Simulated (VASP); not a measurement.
Wanted: the native input for a VASP 6.6.1 run.

```yaml
Task: single point
Functional: PBEsol
Potentials_or_basis: VASP PAW PBE potentials, release 64 (Sb)
Cutoff: 520 eV
k_mesh: 8 × 8 × 8
Occupations: fermi-dirac, width 0.15 eV
Spin: no spin polarisation
Dipole_correction: no
Further_INCAR_settings: ALGO = Normal; EDIFF = 1e-06; NBANDS = 12
```

The structure of Sb lies in POSCAR:

```
Sb
1.0
    2.1360966231      1.2332760100      3.7264186750
   -2.1360966231      1.2332760100      3.7264186750
    0.0000000000     -2.4665520201      3.7264186750
Sb
2
Direct
    0.2334900000      0.2334900000      0.2334900000
    0.7665100000      0.7665100000      0.7665100000
```

One way to write it, as run:

INCAR

```
SYSTEM = Sb
  ALGO = Normal
  EDIFF = 1E-6
  ENCUT = 520
  GGA = PS
  ISIF = 2
  ISMEAR = -1
  LASPH = .TRUE.
  LCHARG = .FALSE.
  LREAL = .FALSE.
  LWAVE = .FALSE.
  NBANDS = 12
  NELM = 80
  PREC = Accurate
  SIGMA = 0.15
```

KPOINTS

```
k-points
0
G
  8 8 8
  0 0 0
```

Potentials or basis: VASP PAW PBE potentials, release 64 (Sb).

Command:

```sh
$ cat potpaw_PBE.64/Sb/POTCAR > POTCAR
$ mpirun -np 1 vasp_std > vasp.out
```

Results of the run:

```
Pressure               : 1.8 GPa
Largest force          : 0.348 eV/Å
Band gap on the k mesh : zero (band 5 reaches 7.53 eV, above the bottom of band 6 at 7.22 eV)
```

Caveat: the PAW data sets were made with another functional, which shifts forces and pressure a little; spin-orbit coupling is left out, which moves the levels of the heavy elements.

Wall time 27 s on 1 thread of AMD EPYC 7R13 Processor (Zen 3), with other jobs on the host, peak memory 0.19 GiB.
